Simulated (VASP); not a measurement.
# BAs (F-43m) in VASP: settings compared

Aim: see how the results for BAs move with the level of theory and the settings. Levels: PBE, RPBE. Tasks: single point.

Everything below comes from runs of VASP 6.6.1. Logs are shortened: lines on timing, memory, paths and dates and some standing lists are left out, and cuts for length are marked.

### 1 The cell of the first run

Symmetry: F-43m, No. 216, cubic system. The conventional cell has a = 4.896 Å, b = 4.896 Å, c = 4.896 Å, α = 90.00°, β = 90.00°, γ = 90.00°. As (site symmetry -43m) has 4 B at 2.12 Å within 2.8 Å. Within 2.8 Å of B (site symmetry -43m) lie 4 As at 2.12 Å.

### 2 Single point, PBE

Input file INCAR:

```
PREC = Accurate
ENCUT = 500
EDIFF = 1E-6
ISMEAR = -1
SIGMA = 0.1
LREAL = False
LASPH = True
NELM = 120
ALGO = Normal
ISIF = 2
LWAVE = False
LCHARG = True
GGA = PE
LELF = True
LVHAR = True
NBANDS = 11
GGA_COMPAT = False
```

Input file KPOINTS:

```
Automatic mesh
0
Gamma
  6 6 6
```

Input file POSCAR:

```
BAs
1.0
    0.0000000000      2.4479270000      2.4479270000
    2.4479270000      0.0000000000      2.4479270000
    2.4479270000      2.4479270000      0.0000000000
As B
1 1
Direct
    0.2500000000      0.2500000000      0.2500000000
    0.0000000000      0.0000000000      0.0000000000
```

Potentials or basis: VASP PAW PBE potentials, release 64 (As, B).

On the command line:

```console
> cat potpaw_PBE.64/As/POTCAR potpaw_PBE.64/B/POTCAR > POTCAR
> mpirun -np 1 vasp_std > vasp.out
```

OUTCAR:

```text
PREC = Accurate
   ENCUT = 500
   EDIFF = 1E-6
   ISMEAR = -1
   LREAL = False
   LASPH = True
   NELM = 120
   ISIF = 2
   GGA = PE

 ion  position               nearest neighbor table
   1  0.250  0.250  0.250-   2 2.12   2 2.12   2 2.12   2 2.12
   2  0.000  0.000  0.000-   1 2.12   1 2.12   1 2.12   1 2.12

  LATTYP: Found a face centered cubic cell.
 ALAT       =     4.8958540000

  Lattice vectors:

 A1 = (   0.0000000000,   2.4479270000,   2.4479270000)
 A2 = (   2.4479270000,   0.0000000000,   2.4479270000)
 A3 = (   2.4479270000,   2.4479270000,   0.0000000000)

Analysis of symmetry for initial positions (statically):
=====================================================================
 Subroutine PRICEL returns:
 Original cell was already a primitive cell.

 Routine SETGRP: Setting up the symmetry group for a
 face centered cubic supercell.

 Subroutine GETGRP returns: Found 24 space group operations
 (whereof 24 operations were pure point group operations)
 out of a pool of 48 trial point group operations.

The static configuration has the point symmetry T_d .

Analysis of symmetry for dynamics (positions and initial velocities):
=====================================================================
 Subroutine PRICEL returns:
 Original cell was already a primitive cell.

 Routine SETGRP: Setting up the symmetry group for a
 face centered cubic supercell.

 Subroutine GETGRP returns: Found 24 space group operations
 (whereof 24 operations were pure point group operations)
 out of a pool of 48 trial point group operations.

The dynamic configuration has the point symmetry T_d .

 Subroutine INISYM returns: Found 24 space group operations
 (whereof 24 operations are pure point group operations),
 and found     1 'primitive' translations

----------------------------------------------------------------------------------------

                                     Primitive cell

  volume of cell :      29.3377

  direct lattice vectors                    reciprocal lattice vectors
     0.000000000  2.447927000  2.447927000    -0.204254457  0.204254457  0.204254457
     2.447927000  0.000000000  2.447927000     0.204254457 -0.204254457  0.204254457
     2.447927000  2.447927000  0.000000000     0.204254457  0.204254457 -0.204254457

  length of vectors
     3.461891563  3.461891563  3.461891563     0.353779097  0.353779097  0.353779097

  position of ions in fractional coordinates (direct lattice)
     0.250000000  0.250000000  0.250000000
     0.000000000  0.000000000  0.000000000

  ion indices of the primitive-cell ions
   primitive index   ion index
                 1           1
                 2           2

----------------------------------------------------------------------------------------

 KPOINTS: Automatic mesh

Automatic generation of k-mesh.
 Grid dimensions read from file:
 generate k-points for:    6    6    6

 Generating k-lattice:

  Cartesian coordinates                     Fractional coordinates (reciprocal lattice)
    -0.034042409  0.034042409  0.034042409     0.166666667  0.000000000  0.000000000
     0.034042409 -0.034042409  0.034042409     0.000000000  0.166666667  0.000000000
     0.034042409  0.034042409 -0.034042409     0.000000000  0.000000000  0.166666667

  Length of vectors
     0.058963183  0.058963183  0.058963183

  Shift w.r.t. Gamma in fractional coordinates (k-lattice)
     0.000000000  0.000000000  0.000000000

 Subroutine IBZKPT returns following result:
 ===========================================

 Found     16 irreducible k-points:

 Following reciprocal coordinates:
            Coordinates               Weight
  0.000000  0.000000  0.000000      1.000000
  0.166667  0.000000  0.000000      8.000000
  0.333333  0.000000  0.000000      8.000000
  0.500000  0.000000  0.000000      4.000000
  0.166667  0.166667  0.000000      6.000000
  0.333333  0.166667  0.000000     24.000000
[... 8 lines left out ...]
 -0.333333  0.333333  0.166667     24.000000
 -0.333333  0.500000  0.166667     12.000000
   k-points           NKPTS =     16   k-points in BZ     NKDIM =     16   number of bands    NBANDS=     11
   number of dos      NEDOS =    301   number of ions     NIONS =      2
   total plane-waves  NPLWV =  21952
   dimension x,y,z NGX =    28 NGY =   28 NGZ =   28
   dimension x,y,z NGXF=    56 NGYF=   56 NGZF=   56
   ions per type =               1   1
   NGX,Y,Z   is equivalent  to a cutoff of  13.45, 13.45, 13.45 a.u.
   NGXF,Y,Z  is equivalent  to a cutoff of  26.89, 26.89, 26.89 a.u.
 SYSTEM =  unknown system
   PREC   = accura    normal or accurate (medium, high low for compatibility)
   ISTART =      0    job   : 0-new  1-cont  2-samecut
   ICHARG =      2    charge: 1-file 2-atom 10-const
   ISPIN  =      1    spin polarized calculation?
   LNONCOLLINEAR =      F non collinear calculations
   LSORBIT =      F    spin-orbit coupling
   LASPH  =      T    aspherical Exc in radial PAW
   ENCUT  =  500.0 eV  36.75 Ry    6.06 a.u.   6.31  6.31  6.31*2*pi/ulx,y,z
   NELM   =    120;   NELMIN=  2; NELMDL= -5     # of ELM steps
   EDIFF  = 0.1E-05   stopping-criterion for ELM
   LREAL  =      F    real-space projection
   EDIFFG = 0.1E-04   stopping-criterion for IOM
   NSW    =      0    number of steps for IOM
   IBRION =     -1    ionic relax: 0-MD 1-quasi-New 2-CG
   NFREE  =      0    steps in history (QN), initial steepest desc. (CG)
   ISIF   =      2    stress and relaxation
   ISYM   =      2    0-nonsym 1-usesym 2-fastsym
   POTIM  = 0.5000    time-step for ionic-motion
   TEBEG  =    0.0;   TEEND  =   0.0 temperature during run
   PSTRESS=    0.0 pullay stress
   NELECT =       8.0000    total number of electrons
   NUPDOWN=      -1.0000    fix difference up-down
   EMIN   =  10.00;   EMAX   =-10.00  energy-range for DOS
   EFERMI =   0.00;   METHOD = LEGACY
   ISMEAR =    -1;   SIGMA  =   0.10  broadening in eV -4-tet -1-fermi 0-gaus
   EFERMI_NEDOS =   21; number of points for ismear=-14 and -15
   IALGO  =     38    algorithm
   IMIX   =      4    mixing-type and parameters
     AMIX     =   0.40;   BMIX     =  1.00
     AMIX_MAG =   1.60;   BMIX_MAG =  1.00
  volume/ion in A,a.u.               =      14.67        98.99
  Fermi-wavevector in a.u.,A,eV,Ry     =   1.061605  2.006143 15.333842  1.127006
  Thomas-Fermi vector in A             =   2.197027
   LORBIT       =      0    0 simple, 1 ext, 2 COOP (PROOUT), +10 PAW based schemes
   GGA     = PE    functional components
   LHFCALC =     F    Hartree Fock is set to
   AEXX    =    0.0000 exact exchange contribution
   IVDW    =     0    specifies the selected vdW correction
   LEPSILON=     F    determine dielectric tensor
   LRPA    =     F    only Hartree local field effects (RPA)
 non-spin polarized calculation
  energy-cutoff  :      500.00
  volume of cell :       29.34
 maximum number of plane-waves:       754
 NGX is ok and might be reduce to    28
   NGX = 13   NGY = 13   NGZ = 13

 number of electron       7.9999999 magnetization

 Free energy of the ion-electron system (eV)
  ---------------------------------------------------
  ext. energy  EPLUGINS =         0.00000000
  ---------------------------------------------------
  free energy    TOTEN  =       -11.36862784 eV

  energy without entropy =      -11.36854113  energy(sigma->0) =      -11.36858448

 E-fermi :   5.9666     XC(G=0): -10.2641

 val. band max:        5.3435054649   @ k =   0.0000   0.0000   0.0000
 cond. band min:       6.6754993510   @ k =   0.3333   0.3333   0.0000
 fundamental gap:      1.3319938861
 Fermi energy:         5.9666245347

 k-point     1 :       0.0000    0.0000    0.0000
  band No.  band energies     occupation
      1      -9.4083      2.00000
      2       5.3435      1.99607
      3       5.3435      1.99607
      4       5.3435      1.99607
      5       8.5289      0.00000
      6       8.5289      0.00000
      7       8.5289      0.00000
      8       9.1149      0.00000
      9      14.5827      0.00000
     10      17.9989      0.00000
     11      17.9989      0.00000

 k-point     2 :       0.1667    0.0000    0.0000
  band No.  band energies     occupation
      1      -8.9864      2.00000
      2       2.4949      2.00000
      3       4.7147      1.99999
      4       4.7147      1.99999
      5       8.2954      0.00000
      6       9.3544      0.00000
      7       9.3544      0.00000
      8      11.3656      0.00000
      9      15.9186      0.00000
     10      16.4602      0.00000
     11      16.4602      0.00000

 k-point     3 :       0.3333    0.0000    0.0000
  band No.  band energies     occupation
      1      -7.8196      2.00000
      2      -1.0587      2.00000
      3       3.9335      2.00000
      4       3.9335      2.00000
      5       7.8034      0.00000
      6      10.0365      0.00000
      7      10.0365      0.00000
      8      13.6720      0.00000
      9      16.3866      0.00000
     10      17.0880      0.00000
     11      17.0880      0.00000

 k-point     4 :       0.5000    0.0000    0.0000
  band No.  band energies     occupation
      1      -6.7974      2.00000
      2      -2.9263      2.00000
      3       3.6455      2.00000
      4       3.6455      2.00000
      5       7.6178      0.00000
      6      10.0329      0.00000
      7      10.0329      0.00000
      8      14.0472      0.00000
      9      17.5383      0.00000
     10      19.3814      0.00000
     11      19.3814      0.00000

 k-point     5 :       0.1667    0.1667    0.0000
  band No.  band energies     occupation
      1      -8.8438      2.00000
      2       3.0142      2.00000
      3       3.7703      2.00000
      4       3.7703      2.00000
      5       7.5751      0.00000
      6      10.4207      0.00000
      7      10.7085      0.00000
      8      10.7085      0.00000
      9      14.7456      0.00000
     10      16.6054      0.00000
     11      18.6340      0.00000
[... 99 lines left out ...]
 k-point    13 :       0.5000    0.5000    0.0000
  band No.  band energies     occupation
      1      -5.5966      2.00000
      2      -2.7880      2.00000
      3       1.5622      2.00000
      4       1.5622      2.00000
      5       6.8475      0.00030
      6       6.8555      0.00028
      7      16.0176      0.00000
      8      16.0176      0.00000
      9      17.5696      0.00000
     10      21.4593      0.00000
     11      22.5333      0.00000

 k-point    14 :       0.5000    0.3333    0.1667
  band No.  band energies     occupation
      1      -6.8280      2.00000
      2      -1.1791      2.00000
      3       0.8305      2.00000
      4       2.3723      2.00000
      5       9.0234      0.00000
      6      10.3000      0.00000
      7      10.9697      0.00000
      8      13.8746      0.00000
      9      16.3706      0.00000
     10      18.4945      0.00000
     11      20.6325      0.00000

 k-point    15 :      -0.3333    0.3333    0.1667
  band No.  band energies     occupation
      1      -5.9265      2.00000
      2      -2.3248      2.00000
      3       0.3026      2.00000
      4       1.7850      2.00000
      5       9.5652      0.00000
      6      10.3414      0.00000
      7      12.4325      0.00000
      8      13.7672      0.00000
      9      15.2327      0.00000
     10      19.2469      0.00000
     11      20.7507      0.00000

 k-point    16 :      -0.3333    0.5000    0.1667
  band No.  band energies     occupation
      1      -5.5019      2.00000
      2      -2.5094      2.00000
      3       0.5883      2.00000
      4       0.7788      2.00000
      5       9.0796      0.00000
      6       9.1913      0.00000
      7      13.5248      0.00000
      8      13.7855      0.00000
      9      17.0595      0.00000
     10      20.1100      0.00000
     11      20.6507      0.00000

------------------------ aborting loop because EDIFF is reached ----------------------------------------

  FORCE on cell =-STRESS in cart. coord.  units (eV):
  Direction    XX          YY          ZZ          XY          YZ          ZX
  --------------------------------------------------------------------------------------
  -------------------------------------------------------------------------------------
  Total       -1.0671381     -1.0671381     -1.0671381     -0.0000000     -0.0000000      0.0000000
  in kB      -58.2781581    -58.2781581    -58.2781581     -0.0000000     -0.0000000      0.0000000
  external PRESSURE =     -58.2781581 kB  Pullay stress =       0.0000000 kB

 VOLUME and BASIS-vectors are now :
 -----------------------------------------------------------------------------
  energy-cutoff  :      500.00
  volume of cell :       29.34
      direct lattice vectors                 reciprocal lattice vectors
     0.000000000  2.447927000  2.447927000    -0.204254457  0.204254457  0.204254457
     2.447927000  0.000000000  2.447927000     0.204254457 -0.204254457  0.204254457
     2.447927000  2.447927000  0.000000000     0.204254457  0.204254457 -0.204254457

 POSITION                                       TOTAL-FORCE (eV/Angst)
 -----------------------------------------------------------------------------------
      1.22396      1.22396      1.22396        -0.000000     -0.000000     -0.000000
      0.00000      0.00000      0.00000         0.000000      0.000000      0.000000
 -----------------------------------------------------------------------------------
    total drift:                               -0.000000     -0.000000     -0.000000

  FREE ENERGIE OF THE ION-ELECTRON SYSTEM (eV)
  ---------------------------------------------------
  free  energy   TOTEN  =       -11.3686278356 eV

  energy  without entropy=      -11.3685411282  energy(sigma->0) =      -11.36858448
```

Wall time 12 s (1 thread of Intel Xeon Platinum 8259CL at 2.50GHz (Skylake/Cascade Lake), shared host); peak memory 0.15 GiB.

What came out:

| Property | Result |
| --- | --- |
| Free energy | -11.3686 eV |
| Pressure | -5.8 GPa |
| Band gap on the k mesh | 1.33 eV, indirect (least direct gap 3.19 eV) |

A k mesh can miss the band edges. A hybrid or GW would open this gap; PBE tends to underestimate it.

### 3 Single point, RPBE

Input file INCAR:

```
PREC     = Accurate       # precision mode
ENCUT    = 500            # plane-wave cutoff, eV
EDIFF    = 1E-6           # SCF threshold, eV
ISMEAR   = -1             # smearing method
SIGMA    = 0.1            # smearing width, eV
LREAL    = False          # projectors in reciprocal space
LASPH    = True           # aspherical terms in the spheres
NELM     = 120            # most SCF steps
ALGO     = Normal         # electronic algorithm
ISIF     = 2              # what is computed and relaxed
LWAVE    = False          # write WAVECAR
LCHARG   = False          # write CHGCAR
GGA      = RP             # functional
NBANDS   = 11             # bands
GGA_COMPAT= False
```

Input file KPOINTS:

```
regular mesh
0
Gamma
  6 6 6
```

POSCAR is that of step 2.

Potentials or basis: VASP PAW PBE potentials, release 64 (As, B).

On the command line:

```console
> cat potpaw_PBE.64/As/POTCAR potpaw_PBE.64/B/POTCAR > POTCAR
> mpirun -np 1 vasp_std > vasp.out
```

Run time: 12 s. Hardware: 1 thread of Intel Xeon Platinum 8259CL at 2.50GHz (Skylake/Cascade Lake), shared host; peak memory 0.15 GiB.

It converged, with:

```
Free energy            : -10.7214 eV
Pressure               : -3.5 GPa
Band gap on the k mesh : 1.37 eV, indirect (least direct gap 3.19 eV)
```

Levels at points of the mesh, in eV from the valence-band top:
```
           k point  band 1  band 2  band 3  band 4  band 5  band 6  band 7  band 8  band 9
(0.00, 0.00, 0.00)  -14.75    0.00    0.00    0.00    3.19    3.19    3.19    3.80    9.41
(0.50, 0.00, 0.00)  -12.14   -8.28   -1.70   -1.70    2.30    4.70    4.70    8.81   12.36
(0.50, 0.50, 0.00)  -10.92   -8.17   -3.79   -3.79    1.54    1.57   10.73   10.73   12.37
```

Caveat: the PAW data sets were made with another functional, which shifts forces and pressure a little.
